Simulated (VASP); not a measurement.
# HCl (Fm-3m) in VASP: notebook

HCl is run at these levels: PBEsol; tasks: single point.

Everything below comes from runs of VASP 6.6.1. Logs are shortened: lines on timing, memory, paths and dates and some standing lists are left out, and cuts for length are marked.

## 1. The cell of the first run

Symmetry: Fm-3m, No. 225, cubic system. Conventional cell: a = 4.751 Å, b = 4.751 Å, c = 4.751 Å, α = 90.00°, β = 90.00°, γ = 90.00°. H (site symmetry m-3m) has 6 Cl at 2.38 Å within 3.1 Å. Within 3.1 Å of Cl (site symmetry m-3m) lie 6 H at 2.38 Å.

## 2. Single point, PBEsol (13.41 Å³/atom)

INCAR

```
SYSTEM = HCl
ALGO = Normal
EDIFF = 1E-6
ENCUT = 500
GGA = PS
GGA_COMPAT = .FALSE.
ISIF = 2
ISMEAR = 0
LASPH = .TRUE.
LCHARG = .TRUE.
LELF = .TRUE.
LREAL = .FALSE.
LVHAR = .TRUE.
LWAVE = .FALSE.
NBANDS = 11
NELM = 120
PREC = Accurate
SIGMA = 0.05
```

KPOINTS

```
k-points
0
G
  10 10 10
  0 0 0
```

POSCAR

```
HCl
1.0
    0.0000000000      2.3756511469      2.3756511469
    2.3756511469      0.0000000000      2.3756511469
    2.3756511469      2.3756511469      0.0000000000
H Cl
1 1
Direct
    0.0000000000      0.0000000000      0.0000000000
    0.5000000000      0.5000000000      0.5000000000
```

Potentials or basis: VASP PAW PBE potentials, release 64 (H, Cl).

Started as:

```console
$ cat potpaw_PBE.64/H/POTCAR potpaw_PBE.64/Cl/POTCAR > POTCAR
$ mpirun -np 1 vasp_std > vasp.out
```

OUTCAR:

```text
SYSTEM = HCl
   EDIFF = 1E-6
   ENCUT = 500
   GGA = PS
   ISIF = 2
   ISMEAR = 0
   LASPH = .TRUE.
   LREAL = .FALSE.
   NELM = 120
   PREC = Accurate

 ion  position               nearest neighbor table
   1  0.000  0.000  0.000-
   2  0.500  0.500  0.500-

  LATTYP: Found a face centered cubic cell.
 ALAT       =     4.7513022938

  Lattice vectors:

 A1 = (   0.0000000000,   2.3756511469,   2.3756511469)
 A2 = (   2.3756511469,   0.0000000000,   2.3756511469)
 A3 = (   2.3756511469,   2.3756511469,   0.0000000000)

Analysis of symmetry for initial positions (statically):
=====================================================================
 Subroutine PRICEL returns:
 Original cell was already a primitive cell.

 Routine SETGRP: Setting up the symmetry group for a
 face centered cubic supercell.

 Subroutine GETGRP returns: Found 48 space group operations
 (whereof 48 operations were pure point group operations)
 out of a pool of 48 trial point group operations.

The static configuration has the point symmetry O_h .

Analysis of symmetry for dynamics (positions and initial velocities):
=====================================================================
 Subroutine PRICEL returns:
 Original cell was already a primitive cell.

 Routine SETGRP: Setting up the symmetry group for a
 face centered cubic supercell.

 Subroutine GETGRP returns: Found 48 space group operations
 (whereof 48 operations were pure point group operations)
 out of a pool of 48 trial point group operations.

The dynamic configuration has the point symmetry O_h .

 Subroutine INISYM returns: Found 48 space group operations
 (whereof 48 operations are pure point group operations),
 and found     1 'primitive' translations

----------------------------------------------------------------------------------------

                                     Primitive cell

  volume of cell :      26.8150

  direct lattice vectors                    reciprocal lattice vectors
     0.000000000  2.375651147  2.375651147    -0.210468612  0.210468612  0.210468612
     2.375651147  0.000000000  2.375651147     0.210468612 -0.210468612  0.210468612
     2.375651147  2.375651147  0.000000000     0.210468612  0.210468612 -0.210468612

  length of vectors
     3.359678071  3.359678071  3.359678071     0.364542330  0.364542330  0.364542330

  position of ions in fractional coordinates (direct lattice)
     0.000000000  0.000000000  0.000000000
     0.500000000  0.500000000  0.500000000

  ion indices of the primitive-cell ions
   primitive index   ion index
                 1           1
                 2           2

----------------------------------------------------------------------------------------

 KPOINTS: k-points

Automatic generation of k-mesh.
 Grid dimensions read from file:
 generate k-points for:   10   10   10

 Generating k-lattice:

  Cartesian coordinates                     Fractional coordinates (reciprocal lattice)
    -0.021046861  0.021046861  0.021046861     0.100000000  0.000000000  0.000000000
     0.021046861 -0.021046861  0.021046861     0.000000000  0.100000000  0.000000000
     0.021046861  0.021046861 -0.021046861     0.000000000  0.000000000  0.100000000

  Length of vectors
     0.036454233  0.036454233  0.036454233

  Shift w.r.t. Gamma in fractional coordinates (k-lattice)
     0.000000000  0.000000000  0.000000000

 Subroutine IBZKPT returns following result:
 ===========================================

 Found     47 irreducible k-points:

 Following reciprocal coordinates:
            Coordinates               Weight
  0.000000  0.000000  0.000000      1.000000
  0.100000  0.000000  0.000000      8.000000
  0.200000  0.000000  0.000000      8.000000
  0.300000  0.000000  0.000000      8.000000
  0.400000  0.000000  0.000000      8.000000
  0.500000  0.000000  0.000000      4.000000
[... 16 lines left out ...]
  0.300000  0.300000  0.000000      6.000000
  0.400000  0.300000  0.000000     24.000000
 [... further k-points ...]
   k-points           NKPTS =     47   k-points in BZ     NKDIM =     47   number of bands    NBANDS=     11
   number of dos      NEDOS =    301   number of ions     NIONS =      2
   total plane-waves  NPLWV =  21952
   dimension x,y,z NGX =    28 NGY =   28 NGZ =   28
   dimension x,y,z NGXF=    56 NGYF=   56 NGZF=   56
   ions per type =               1   1
   NGX,Y,Z   is equivalent  to a cutoff of  13.86, 13.86, 13.86 a.u.
   NGXF,Y,Z  is equivalent  to a cutoff of  27.71, 27.71, 27.71 a.u.
 SYSTEM =  HCl
   PREC   = accura    normal or accurate (medium, high low for compatibility)
   ISTART =      0    job   : 0-new  1-cont  2-samecut
   ICHARG =      2    charge: 1-file 2-atom 10-const
   ISPIN  =      1    spin polarized calculation?
   LNONCOLLINEAR =      F non collinear calculations
   LSORBIT =      F    spin-orbit coupling
   LASPH  =      T    aspherical Exc in radial PAW
   ENCUT  =  500.0 eV  36.75 Ry    6.06 a.u.   6.13  6.13  6.13*2*pi/ulx,y,z
   NELM   =    120;   NELMIN=  2; NELMDL= -5     # of ELM steps
   EDIFF  = 0.1E-05   stopping-criterion for ELM
   LREAL  =      F    real-space projection
   EDIFFG = 0.1E-04   stopping-criterion for IOM
   NSW    =      0    number of steps for IOM
   IBRION =     -1    ionic relax: 0-MD 1-quasi-New 2-CG
   NFREE  =      0    steps in history (QN), initial steepest desc. (CG)
   ISIF   =      2    stress and relaxation
   ISYM   =      2    0-nonsym 1-usesym 2-fastsym
   POTIM  = 0.5000    time-step for ionic-motion
   TEBEG  =    0.0;   TEEND  =   0.0 temperature during run
   PSTRESS=    0.0 pullay stress
   NELECT =       8.0000    total number of electrons
   NUPDOWN=      -1.0000    fix difference up-down
   EMIN   =  10.00;   EMAX   =-10.00  energy-range for DOS
   EFERMI =   0.00;   METHOD = LEGACY
   ISMEAR =     0;   SIGMA  =   0.05  broadening in eV -4-tet -1-fermi 0-gaus
   EFERMI_NEDOS =   21; number of points for ismear=-14 and -15
   IALGO  =     38    algorithm
   IMIX   =      4    mixing-type and parameters
     AMIX     =   0.40;   BMIX     =  1.00
     AMIX_MAG =   1.60;   BMIX_MAG =  1.00
  volume/ion in A,a.u.               =      13.41        90.48
  Fermi-wavevector in a.u.,A,eV,Ry     =   1.093903  2.067177 16.281056  1.196624
  Thomas-Fermi vector in A             =   2.230197
   LORBIT       =      0    0 simple, 1 ext, 2 COOP (PROOUT), +10 PAW based schemes
   GGA     = PS    functional components
   LHFCALC =     F    Hartree Fock is set to
   AEXX    =    0.0000 exact exchange contribution
   IVDW    =     0    specifies the selected vdW correction
   LEPSILON=     F    determine dielectric tensor
   LRPA    =     F    only Hartree local field effects (RPA)
 non-spin polarized calculation
 Gauss-broadening in eV      SIGMA  =   0.05
  energy-cutoff  :      500.00
  volume of cell :       26.82
 maximum number of plane-waves:       701
 NGX is ok and might be reduce to    28
   NGX = 13   NGY = 13   NGZ = 13

 number of electron       7.9999998 magnetization

 Free energy of the ion-electron system (eV)
  ---------------------------------------------------
  ext. energy  EPLUGINS =         0.00000000
  ---------------------------------------------------
  free energy    TOTEN  =        -3.95675230 eV

  energy without entropy =       -3.95603344  energy(sigma->0) =       -3.95639287

 E-fermi :   1.1149     XC(G=0):  -9.5977

 val. band max:        1.1022900141   @ k =  -0.1000   0.1000   0.0000
 cond. band min:       1.1232413253   @ k =   0.0000   0.0000   0.0000
 fundamental gap:      0.0209513112
 Fermi energy:         1.1148835445

 k-point     1 :       0.0000    0.0000    0.0000
  band No.  band energies     occupation
      1     -13.6833      2.00000
      2       1.1232      0.81313
      3       1.1232      0.81312
      4       1.1232      0.81312
      5       1.4904      0.00000
      6      13.8280      0.00000
      7      13.8280      0.00000
      8      13.8280      0.00000
      9      15.9521      0.00000
     10      17.0708      0.00000
     11      17.0708      0.00000

 k-point     2 :       0.1000    0.0000    0.0000
  band No.  band energies     occupation
      1     -13.5848      2.00000
      2      -0.1611      2.00000
      3       1.0821      1.64681
      4       1.0821      1.64681
      5       2.5965      0.00000
      6      13.2014      0.00000
      7      13.9808      0.00000
      8      13.9808      0.00000
      9      15.5007      0.00000
     10      16.3085      0.00000
     11      16.3085      0.00000

 k-point     3 :       0.2000    0.0000    0.0000
  band No.  band energies     occupation
      1     -13.3097      2.00000
      2      -1.6426      2.00000
      3       0.9786      1.99988
      4       0.9786      1.99988
      5       3.5892      0.00000
      6      11.7919      0.00000
      7      13.8344      0.00000
      8      13.8344      0.00000
      9      15.4806      0.00000
     10      16.0321      0.00000
     11      16.0321      0.00000

 k-point     4 :       0.3000    0.0000    0.0000
  band No.  band energies     occupation
      1     -12.9265      2.00000
      2      -2.9788      2.00000
      3       0.8587      2.00000
      4       0.8587      2.00000
      5       4.2849      0.00000
      6      10.4273      0.00000
      7      13.0706      0.00000
      8      13.0706      0.00000
      9      16.2468      0.00000
     10      17.1705      0.00000
     11      17.1705      0.00000
[... 239 lines left out ...]
 k-point    22 :      -0.2000    0.2000    0.0000
  band No.  band energies     occupation
      1     -12.8043      2.00000
      2      -2.7984      2.00000
      3      -0.1514      2.00000
      4       0.9122      2.00000
      5       4.1844      0.00000
      6      11.2066      0.00000
      7      12.2534      0.00000
      8      13.4497      0.00000
      9      15.6279      0.00000
     10      18.0527      0.00000
     11      19.7728      0.00000

 k-point    23 :       0.3000    0.3000    0.0000
  band No.  band energies     occupation
      1     -12.7031      2.00000
      2      -2.2713      2.00000
      3       0.1538      2.00000
      4       0.1538      2.00000
      5       2.3993      0.00000
      6      10.5910      0.00000
      7      13.6656      0.00000
      8      16.3051      0.00000
      9      16.3051      0.00000
     10      17.9762      0.00000
     11      18.6122      0.00000

 k-point    24 :       0.4000    0.3000    0.0000
  band No.  band energies     occupation
      1     -12.4384      2.00000
      2      -2.6237      2.00000
      3      -0.2740      2.00000
      4       0.0207      2.00000
      5       2.0697      0.00000
      6      10.4450      0.00000
      7      14.1483      0.00000
      8      16.2311      0.00000
      9      16.6167      0.00000
     10      19.2138      0.00000
     11      19.7195      0.00000

 [... further k-points ...]
[... 5 lines left out ...]
  --------------------------------------------------------------------------------------
  -------------------------------------------------------------------------------------
  Total       -1.4527130     -1.4527130     -1.4527130      0.0000000      0.0000000      0.0000000
  in kB      -86.7985355    -86.7985355    -86.7985355      0.0000000      0.0000000      0.0000000
  external PRESSURE =     -86.7985355 kB  Pullay stress =       0.0000000 kB

 VOLUME and BASIS-vectors are now :
 -----------------------------------------------------------------------------
  energy-cutoff  :      500.00
  volume of cell :       26.82
      direct lattice vectors                 reciprocal lattice vectors
     0.000000000  2.375651147  2.375651147    -0.210468612  0.210468612  0.210468612
     2.375651147  0.000000000  2.375651147     0.210468612 -0.210468612  0.210468612
     2.375651147  2.375651147  0.000000000     0.210468612  0.210468612 -0.210468612

 POSITION                                       TOTAL-FORCE (eV/Angst)
 -----------------------------------------------------------------------------------
      0.00000      0.00000      0.00000         0.000000     -0.000000     -0.000000
      2.37565      2.37565      2.37565        -0.000000      0.000000      0.000000
 -----------------------------------------------------------------------------------
    total drift:                                0.000000      0.000000      0.000000

  FREE ENERGIE OF THE ION-ELECTRON SYSTEM (eV)
  ---------------------------------------------------
  free  energy   TOTEN  =        -3.9567522958 eV

  energy  without entropy=       -3.9560334435  energy(sigma->0) =       -3.95639287
```

Wall time 8.1 s (1 thread of Intel Xeon 6975P-C (Granite Rapids), shared host); peak memory 0.15 GiB.

Results:

```
Free energy            : -3.9568 eV
Pressure               : -8.7 GPa
Band gap on the k mesh : zero (bands 4 and 5 overlap by 0.81 eV)
```

Caveat: the cell stands under tension; the PAW data sets were made with another functional, which shifts forces and pressure a little.

## 3. Single point, PBEsol (14.90 Å³/atom)

This run uses another cell than the first one, of 14.90 Å³/atom.

INCAR

```
ALGO     = Normal         # electronic algorithm
EDIFF    = 1E-6           # SCF threshold, eV
ENCUT    = 500            # plane-wave cutoff, eV
GGA      = PS             # functional
GGA_COMPAT= F            
ISIF     = 2              # what is computed and relaxed
ISMEAR   = 0              # smearing method
LASPH    = T              # aspherical terms in the spheres
LCHARG   = F              # write CHGCAR
LREAL    = F              # projectors in reciprocal space
LWAVE    = F              # write WAVECAR
NBANDS   = 11             # bands
NELM     = 120            # most SCF steps
PREC     = Accurate       # precision mode
SIGMA    = 0.05           # smearing width, eV
```

KPOINTS

```
k-points
0
Gamma
  10 10 10
```

POSCAR

```
HCl
1.0
    0.0000000000      2.4605668221      2.4605668221
    2.4605668221      0.0000000000      2.4605668221
    2.4605668221      2.4605668221      0.0000000000
H Cl
1 1
Direct
    0.0000000000      0.0000000000      0.0000000000
    0.5000000000      0.5000000000      0.5000000000
```

Potentials or basis: VASP PAW PBE potentials, release 64 (H, Cl).

Started as:

```console
$ cat potpaw_PBE.64/H/POTCAR potpaw_PBE.64/Cl/POTCAR > POTCAR
$ mpirun -np 1 vasp_std > vasp.out
```

Run time: 7.7 s. Hardware: 1 thread of Intel Xeon 6975P-C (Granite Rapids), shared host; peak memory 0.14 GiB.

It converged, with:

* Free energy: -3.7779 eV
* Pressure: -10.5 GPa
* Band gap on the k mesh: zero (bands 4 and 5 overlap by 0.57 eV)

Levels at points of the mesh, in eV from the Fermi level:
| k point | band 1 | band 2 | band 3 | band 4 | band 5 | band 6 | band 7 | band 8 |
| --- | --- | --- | --- | --- | --- | --- | --- | --- |
| (0.00, 0.00, 0.00) | -14.23 | -0.02 | -0.02 | -0.02 | 0.15 | 12.71 | 12.71 | 12.71 |
| (0.50, 0.00, 0.00) | -13.26 | -4.72 | -0.34 | -0.34 | 3.37 | 7.98 | 11.19 | 11.19 |
| (0.50, 0.50, 0.00) | -13.01 | -3.11 | -1.18 | -1.18 | -0.58 | 8.82 | 14.46 | 17.24 |

Caveat: the cell stands under tension; the PAW data sets were made with another functional, which shifts forces and pressure a little.

## 4. Single point, PBEsol (16.55 Å³/atom)

This run uses another cell than the first one, of 16.55 Å³/atom.

INCAR

```
SYSTEM = HCl
PREC = Accurate ; ENCUT = 500
EDIFF = 1E-6 ; ISMEAR = 0
SIGMA = 0.05 ; LREAL = .FALSE.
LASPH = .TRUE. ; NELM = 120
ALGO = Normal ; ISIF = 2
LWAVE = .FALSE. ; LCHARG = .FALSE.
GGA = PS ; NBANDS = 11
GGA_COMPAT = .FALSE.
```

KPOINTS

```
Automatic mesh
0
G
  10 10 10
  0 0 0
```

POSCAR

```
HCl
1.0
    0.0000000000      2.5485177376      2.5485177376
    2.5485177376      0.0000000000      2.5485177376
    2.5485177376      2.5485177376      0.0000000000
H Cl
1 1
Direct
    0.0000000000      0.0000000000      0.0000000000
    0.5000000000      0.5000000000      0.5000000000
```

Started as:

```console
$ cat potpaw_PBE.64/H/POTCAR potpaw_PBE.64/Cl/POTCAR > POTCAR
$ mpirun -np 1 vasp_std > vasp.out
```

Run time: 8.3 s. Hardware: 1 thread of Intel Xeon 6975P-C (Granite Rapids), shared host; peak memory 0.14 GiB.

Results (log left out):

| Property | Result |
| --- | --- |
| Free energy | -3.5543 eV |
| Pressure | -11.2 GPa |
| Band gap on the k mesh | zero (bands 4 and 5 overlap by 0.36 eV) |

Levels at points of the mesh, in eV from the Fermi level:
```
           k point  band 2  band 3  band 4  band 5  band 6  band 7
(0.00, 0.00, 0.00)   -0.02   -0.02   -0.02    0.01   12.69   12.69
(0.50, 0.00, 0.00)   -4.08   -0.29   -0.29    3.01    7.96   11.21
(0.50, 0.50, 0.00)   -2.61   -0.99   -0.99   -0.39    9.07   13.57
```

Caveat: the cell stands under tension; the PAW data sets were made with another functional, which shifts forces and pressure a little.

## 5. Single point, PBEsol (17.42 Å³/atom)

This run uses another cell than the first one, of 17.42 Å³/atom.

INCAR

```
PREC = Accurate
ENCUT = 500
EDIFF = 1E-6
ISMEAR = 0
SIGMA = 0.05
LREAL = False
LASPH = True
NELM = 120
ALGO = Normal
ISIF = 2
LWAVE = False
LCHARG = True
GGA = PS
LELF = True
LVHAR = True
NBANDS = 11
GGA_COMPAT = False
```

KPOINTS

```
Automatic mesh
0
Gamma
  10 10 10
```

POSCAR

```
HCl
1.0
    0.0000000000      2.5924663352      2.5924663352
    2.5924663352      0.0000000000      2.5924663352
    2.5924663352      2.5924663352      0.0000000000
H Cl
1 1
Direct
    0.0000000000      0.0000000000      0.0000000000
    0.5000000000      0.5000000000      0.5000000000
```

Started as:

```console
$ cat potpaw_PBE.64/H/POTCAR potpaw_PBE.64/Cl/POTCAR > POTCAR
$ mpirun -np 1 vasp_std > vasp.out
```

It took 8.3 s on 1 thread of Intel Xeon 6975P-C (Granite Rapids), shared host; peak memory 0.15 GiB.

It converged, with:

```yaml
Free_energy: -3.4334 eV
Pressure: -11.2 GPa
Band_gap_on_the_k_mesh: zero (bands 4 and 5 overlap by 0.28 eV)
```

Levels at points of the mesh, in eV from the Fermi level:
```csv
k point,band 1,band 2,band 3,band 4,band 5,band 6,band 7,band 8
"(0.00, 0.00, 0.00)",-13.55,-0.03,-0.02,-0.02,-0.02,12.59,12.67,12.67
"(0.50, 0.00, 0.00)",-12.93,-3.79,-0.27,-0.27,2.85,7.95,11.21,11.21
"(0.50, 0.50, 0.00)",-12.77,-2.38,-0.90,-0.90,-0.30,9.18,13.18,16.02
```

Caveat: the cell stands under tension; the PAW data sets were made with another functional, which shifts forces and pressure a little.

## 6. Single point, PBEsol (18.34 Å³/atom)

This run uses another cell than the first one, of 18.34 Å³/atom.

INCAR

```
ALGO = Normal
EDIFF = 1E-6
ENCUT = 500
GGA = PS
GGA_COMPAT = F
ISIF = 2
ISMEAR = 0
LASPH = T
LCHARG = F
LREAL = F
LWAVE = F
NBANDS = 11
NELM = 120
PREC = Accurate
SIGMA = 0.05
```

KPOINTS

```
k-points
0
Gamma
  10 10 10
```

POSCAR

```
HCl
1.0
    0.0000000000      2.6371728162      2.6371728162
    2.6371728162      0.0000000000      2.6371728162
    2.6371728162      2.6371728162      0.0000000000
H Cl
1 1
Direct
    0.0000000000      0.0000000000      0.0000000000
    0.5000000000      0.5000000000      0.5000000000
```

Potentials or basis: VASP PAW PBE potentials, release 64 (H, Cl).

Started as:

```console
$ cat potpaw_PBE.64/H/POTCAR potpaw_PBE.64/Cl/POTCAR > POTCAR
$ mpirun -np 1 vasp_std > vasp.out
```

Wall time 8 s (1 thread of Intel Xeon 6975P-C (Granite Rapids), shared host); peak memory 0.15 GiB.

It converged, with:

```
Free energy            : -3.3067 eV
Pressure               : -11.1 GPa
Band gap on the k mesh : zero (bands 4 and 5 overlap by 0.20 eV)
```

Levels at points of the mesh, in eV from the Fermi level:
| k point | band 1 | band 2 | band 3 | band 4 | band 5 | band 6 | band 7 | band 8 |
| --- | --- | --- | --- | --- | --- | --- | --- | --- |
| (0.00, 0.00, 0.00) | -13.37 | -0.07 | -0.02 | -0.02 | -0.02 | 12.21 | 12.65 | 12.65 |
| (0.50, 0.00, 0.00) | -12.84 | -3.52 | -0.25 | -0.25 | 2.69 | 7.94 | 11.20 | 11.20 |
| (0.50, 0.50, 0.00) | -12.70 | -2.17 | -0.82 | -0.82 | -0.23 | 9.27 | 12.81 | 15.66 |

Caveat: the cell stands under tension; the PAW data sets were made with another functional, which shifts forces and pressure a little.

## 7. The runs side by side

```tsv
cell	gap on the mesh (eV)	pressure (GPa)
a = 3.360 Å, angles 60.0°, 2 atoms	none	-8.7
a = 3.480 Å, angles 60.0°, 2 atoms	none	-10.5
a = 3.604 Å, angles 60.0°, 2 atoms	none	-11.2
a = 3.666 Å, angles 60.0°, 2 atoms	none	-11.2
a = 3.730 Å, angles 60.0°, 2 atoms	none	-11.1
```

Alike in all rows: task single point; level PBEsol; potentials or basis VASP PAW PBE potentials, release 64 (H, Cl); no spin polarisation; k mesh 10 × 10 × 10; cutoff (eV) 500; smearing gaussian 0.05 eV.

Caveats: the cell stands under tension; the PAW data sets were made with another functional, which shifts forces and pressure a little.

Total energies depend on the potentials used, so only differences within one code and one set of settings carry meaning.
